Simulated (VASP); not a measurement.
Write the native input for VASP 6.6.1 that does the following.

```yaml
Task: single point
Functional: PBE
Potentials_or_basis: VASP PAW PBE potentials, release 64 (Mg, O)
Cutoff: 600 eV
k_mesh: 10 × 10 × 10
Occupations: gaussian, width 0.02 eV
Spin: no spin polarisation
Dipole_correction: no
Further_INCAR_settings: ALGO = Normal; EDIFF = 1e-06; NBANDS = 11
```

The structure of MgO (v.b) lies in POSCAR:

```
MgO
1.0
    0.0000000000      2.1272184822      2.1272184822
    2.1272184822      0.0000000000      2.1272184822
    2.1272184822      2.1272184822      0.0000000000
Mg O
1 1
Direct
    0.0000000000      0.0000000000      0.0000000000
    0.5000000000      0.5000000000      0.5000000000
```

One way to write it, as run:

INCAR

```
ALGO = Normal
EDIFF = 1E-6
ENCUT = 600
GGA = PE
GGA_COMPAT = False
ISIF = 2
ISMEAR = 0
LASPH = True
LCHARG = False
LREAL = False
LWAVE = False
NBANDS = 11
NELM = 120
PREC = Accurate
SIGMA = 0.02
```

KPOINTS

```
k-points
0
Gamma
  10 10 10
```

Potentials or basis: VASP PAW PBE potentials, release 64 (Mg, O).

Launch:

```sh
$ cat potpaw_PBE.64/Mg/POTCAR potpaw_PBE.64/O/POTCAR > POTCAR
$ mpirun -np 1 vasp_std > vasp.out
```

It gave:

```yaml
Pressure: -1.1 GPa
Band_gap_on_the_k_mesh: 4.44 eV, direct
```

Run time: 4.3 s on 1 thread of Intel(R) Xeon(R) 6975P-C (Granite Rapids), on a shared host, peak memory 0.13 GiB.
